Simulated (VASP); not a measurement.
**LiGeH3: relaxation of cell and atoms with PBE**

LiGeH3:

```xyz
5
Lattice="3.4914 0.0000 0.0000 0.0000 3.4914 0.0000 0.0000 0.0000 3.4914" Properties=species:S:1:pos:R:3 pbc="T T T"
Li    1.7457    1.7457    1.7457
Ge    0.0000    0.0000    0.0000
H     0.0000    1.7457    1.7457
H     1.7457    1.7457    0.0000
H     1.7457    0.0000    1.7457
```

The cell was generated, and may not be a known phase.

| Item | Value |
| --- | --- |
| Program | VASP 6.6.1 |
| Task | relaxation of cell and atoms |
| Functional | PBE |
| Potentials or basis | VASP PAW PBE potentials, release 64 (Li_sv, Ge_d, H) |
| Cutoff | 600 eV |
| k mesh | 10 × 10 × 10 |
| Occupations | gaussian, width 0.1 eV |
| Spin | no spin polarisation |
| Dipole correction | no |
| Further INCAR settings | ALGO = Normal; EDIFF = 1e-07; IBRION = 2; EDIFFG = -0.01; NSW = 100; ISIF = 3 |

```
Pressure after relaxing : -0.1 GPa
Band gap on the k mesh  : zero (bands 10 and 11 overlap by 1.49 eV)
```

Final structure:
```yaml
crystal:
  lattice:
    - [3.49135, 0.00000, 0.00000]
    - [0.00000, 3.49135, 0.00000]
    - [0.00000, 0.00000, 3.49135]
  atoms:
    - { symbol: Li, position: [0.50000, 0.50000, 0.50000] }
    - { symbol: Ge, position: [0.00000, 0.00000, 0.00000] }
    - { symbol: H, position: [0.00000, 0.50000, 0.50000] }
    - { symbol: H, position: [0.50000, 0.50000, 0.00000] }
    - { symbol: H, position: [0.50000, 0.00000, 0.50000] }
```

Levels at points of the mesh, in eV from the Fermi level:
```tsv
k point	band 7	band 8	band 9	band 10	band 11	band 12	band 13	band 14
(0.00, 0.00, 0.00)	-10.90	-0.34	-0.34	0.33	1.45	1.45	1.45	11.28
(0.50, 0.00, 0.00)	-9.14	-6.53	0.05	0.40	3.09	3.09	6.56	6.66
(0.50, 0.50, 0.00)	-7.11	-5.11	-5.11	-2.82	4.27	4.38	4.38	9.05
(0.50, 0.50, 0.50)	-5.78	-2.98	-2.98	-2.98	-1.09	-1.09	-1.09	6.68
```

Wall time 54 s on 1 thread of Intel Xeon 8259CL (shared host), peak memory 0.19 GiB.

Caveat: the cutoff is under 1.25 times the usual one of these potentials, so pressure, stress and relaxed cells hold a basis-set (Pulay) error; the relaxation stopped at its first step, so nothing moved.
